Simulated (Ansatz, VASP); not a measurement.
Two plane-wave programs on TiB4Mo

```
CELL_PARAMETERS angstrom
3.01674 0.00000 0.00000
-1.50837 2.61257 0.00000
0.00000 0.00000 6.30590
ATOMIC_POSITIONS crystal
Ti 0.00000 0.00000 0.50000
B 0.33333 0.66667 0.74379
B 0.33333 0.66667 0.25621
B 0.66667 0.33333 0.74379
B 0.66667 0.33333 0.25621
Mo 0.00000 0.00000 0.00000
```

Alike in both runs: functional LDA; k mesh 15 × 15 × 6; occupations gaussian, width 0.1 eV; no spin polarisation.

Ansatz relaxed the structure, and its values are those at the end. VASP's run is a single point on that final structure, the one shown.

|  | VASP | Ansatz |
| --- | --- | --- |
| version | VASP 6.6.1 | Ansatz 0.2.0 |
| potentials or method | VASP PAW LDA potentials, release 64 (Ti_sv, B, Mo_sv), cutoff 520 eV | scalar-relativistic, plane waves, PAW |
| valence electrons in the cell | 38 | 38 |

|  | VASP | Ansatz | Ansatz less VASP |
| --- | --- | --- | --- |
| gap on the k mesh at the Fermi level (eV) | none | none | - |
| pressure (GPa) | 0.8 | 0.0 | -0.81 |
| rms of the force components (eV/Å) | 0.006 | 0.000 | -0.0058 |

LDA's correlation is that of Perdew and Zunger in VASP and of Perdew and Wang (1992) in Ansatz. A gap of «none» marks a metal or a gap that the smearing closes.
